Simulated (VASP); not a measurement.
**NaTlS2: single point with PBE-based screened hybrid**

Crystal: NaTlS2.

```
Na S Tl
1.0
     4.10449    0.00000    0.00000
     0.00000    4.10449    0.00000
     0.00000    0.00000    6.63894
Na S Tl
1 2 1
Direct
  0.00000 0.00000 0.00000
  0.00000 0.50000 0.27087
  0.50000 0.00000 0.72913
  0.50000 0.50000 0.50000
```

| Item | Value |
| --- | --- |
| Program | VASP 6.6.1 |
| Task | single point |
| Functional | PBE-based screened hybrid |
| Potentials or basis | VASP PAW PBE potentials, release 64 (Na_pv, S, Tl_d) |
| Cutoff | 520 eV |
| k mesh | 4 × 4 × 2 |
| Occupations | gaussian, width 0.01 eV |
| Spin | no spin polarisation |

| Property | Result |
| --- | --- |
| Pressure | -1.8 GPa |
| Largest force | 0.473 eV/Å |
| Band gap on the k mesh | 2.69 eV, direct |

Forces on the atoms (eV/Å):
```
Na   0.000  0.000  0.000
S    0.000  0.000  0.473
S    0.000  0.000 -0.473
Tl   0.000  0.000  0.000
```

Stress tensor (GPa, compression positive):
```
-1.73  0.00  0.00
 0.00 -1.73  0.00
 0.00  0.00 -2.03
```

Levels at points of the mesh, in eV from the valence-band top:
```tsv
k point	band 12	band 13	band 14	band 15	band 16	band 17	band 18	band 19	band 20	band 21
(0.00, 0.00, 0.00)	-1.44	-1.44	-0.31	0.00	0.00	2.69	5.54	7.63	9.34	9.34
(0.50, 0.00, 0.00)	-2.61	-1.52	-1.41	-0.77	-0.24	4.33	8.06	8.07	8.75	9.19
(0.50, 0.50, 0.00)	-2.43	-1.92	-1.75	-1.75	-1.20	4.51	5.97	5.97	9.08	10.70
(0.00, 0.00, 0.50)	-1.35	-1.35	-1.20	-0.13	-0.13	3.91	5.54	8.04	8.84	9.66
(0.50, 0.00, 0.50)	-3.04	-1.03	-0.81	-0.75	-0.24	3.49	7.26	8.55	8.86	9.45
(0.50, 0.50, 0.50)	-2.65	-1.83	-1.83	-1.62	-1.55	5.42	7.00	7.00	9.16	9.46
```

It took 10 min on 1 thread of Intel(R) Xeon(R) 6975P-C (Granite Rapids) (shared host), peak memory 0.37 GiB.

Caveat: the k points lie up to 0.47 Å⁻¹ apart; the PAW data sets were made with another functional, which shifts forces and pressure a little; spin-orbit coupling is left out, which moves the levels of the heavy elements.
